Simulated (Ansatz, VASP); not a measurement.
## Ti in VASP and in Ansatz

Contents of INCAR:

```
SYSTEM = Ti
PREC = Accurate ; ENCUT = 500
EDIFF = 1E-6 ; ISMEAR = -1
SIGMA = 0.3 ; LREAL = .FALSE.
LASPH = .TRUE. ; NELM = 120
ALGO = Normal ; ISIF = 2
LWAVE = .FALSE. ; LCHARG = .TRUE.
GGA = PS ; LELF = .TRUE.
LVHAR = .TRUE. ; NBANDS = 12
GGA_COMPAT = .FALSE.
```

File KPOINTS:

```
regular mesh
0
G
  8 8 8
  0 0 0
```

Contents of POSCAR:

```
Ti
1.0
    0.0000000000      2.0300000000      2.0300000000
    2.0300000000      0.0000000000      2.0300000000
    2.0300000000      2.0300000000      0.0000000000
Ti
1
Direct
    0.0000000000      0.0000000000      0.0000000000
```

Input for Ansatz:

```yaml
crystal:
  lattice:
    - [0.0, 2.03, 2.03]
    - [2.03, 0.0, 2.03]
    - [2.03, 2.03, 0.0]
  atoms:
    - { symbol: Ti, position: [0.0, 0.0, 0.0] }
kpoints:
  mp_grid:
    grid: [8, 8, 8]
    shift: [0.0, 0.0, 0.0]
hamiltonian:
  xc: pbesol
  pseudopotentials:
    kind: paw
scf:
  convergence:
    dr2_threshold: 1.0e-07
  lower_state_search: light
  occupations:
    method: fermi_dirac
    width: 0.3
output:
  forces: true
  stress: true
  eigenvalues: true
```

Alike in both runs: task single point; functional PBEsol; k mesh 8 × 8 × 8; occupations fermi-dirac, width 0.3 eV; no spin polarisation.

|  | VASP | Ansatz |
| --- | --- | --- |
| version | VASP 6.6.1 | Ansatz 0.2.0 |
| potentials or method | VASP PAW PBE potentials, release 64 (Ti_sv) | plane waves, PAW |
| plane-wave cutoff (eV) | 500 | 420 |
| valence electrons in the cell | 12 | 12 |

|  | VASP | Ansatz | Ansatz less VASP |
| --- | --- | --- | --- |
| gap on the k mesh at the Fermi level (eV) | none | none | - |
| pressure (GPa) | 1.9 | 2.2 | +0.31 |

VASP's potentials were made for PBE, not for PBEsol. A gap of «none» marks a metal or a gap that the smearing closes. With one functional, cell and mesh, what is left measures potentials, basis and numerics. Ansatz's warnings: stress scf threshold loose.
